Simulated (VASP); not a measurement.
Write the native input for VASP 6.6.1 that does the following.

| Property | Result |
| --- | --- |
| Task | single point |
| Functional | PBE |
| Potentials or basis | VASP PAW PBE potentials, release 64 (Co, O) |
| Cutoff | 520 eV |
| k mesh | 4 × 4 × 4 |
| Occupations | gaussian, width 0.1 eV |
| Spin | collinear spin, ferromagnetic start |
| Starting moments | [2.73, 0.35] μB |
| Dipole correction | no |
| Further INCAR settings | ALGO = Normal; EDIFF = 1e-07; NBANDS = 18 |

The structure of CoO lies in POSCAR:

```
CoO
1.0
   -1.4871602036      1.4871602036      2.1028934255
    1.4871602036     -1.4871602036      2.1028934255
    1.4871602036      1.4871602036     -2.1028934255
Co O
1 1
Direct
    0.0000000000      0.0000000000      0.0000000000
    0.5000000000      0.5000000000      0.0000000000
```

The input as run:

INCAR

```
SYSTEM = CoO
ALGO     = Normal         ! electronic algorithm
EDIFF    = 1E-7           ! SCF threshold, eV
ENCUT    = 520            ! plane-wave cutoff, eV
GGA      = PE             ! functional
ISIF     = 2              ! what is computed and relaxed
ISMEAR   = 0              ! smearing method
ISPIN    = 2              ! spin polarisation
LASPH    = .TRUE.         ! aspherical terms in the spheres
LCHARG   = .FALSE.        ! write CHGCAR
LMAXMIX  = 4              ! l up to which the mixer works
LORBIT   = 11             ! projections on sites
LREAL    = .FALSE.        ! projectors in reciprocal space
LWAVE    = .FALSE.        ! write WAVECAR
MAGMOM   = 2.73 0.35      ! initial moments
NBANDS   = 18             ! bands
NELM     = 150            ! most SCF steps
PREC     = Accurate       ! precision mode
SIGMA    = 0.1            ! smearing width, eV
```

KPOINTS

```
k-points
0
G
  4 4 4
  0 0 0
```

Potentials or basis: VASP PAW PBE potentials, release 64 (Co, O).

The run is started by

```bash
$ cat potpaw_PBE.64/Co/POTCAR potpaw_PBE.64/O/POTCAR > POTCAR
$ mpirun -np 1 vasp_std > vasp.out
```

Results of the run:

The pressure is -0.3 GPa, the net moment is 2.38 μB per cell and the site moments are Co +2.19; O +0.15 μB. The valence electrons inside the program's atomic spheres are Co 7.89; O 4.98.

Caveat: the k points lie up to 0.65 Å⁻¹ apart; a cell with one magnetic atom can't hold antiferromagnetic order, which such compounds often take.

Run time: 26 s on 1 thread of Intel Xeon 8259CL, with other jobs on the host, peak memory 0.15 GiB.
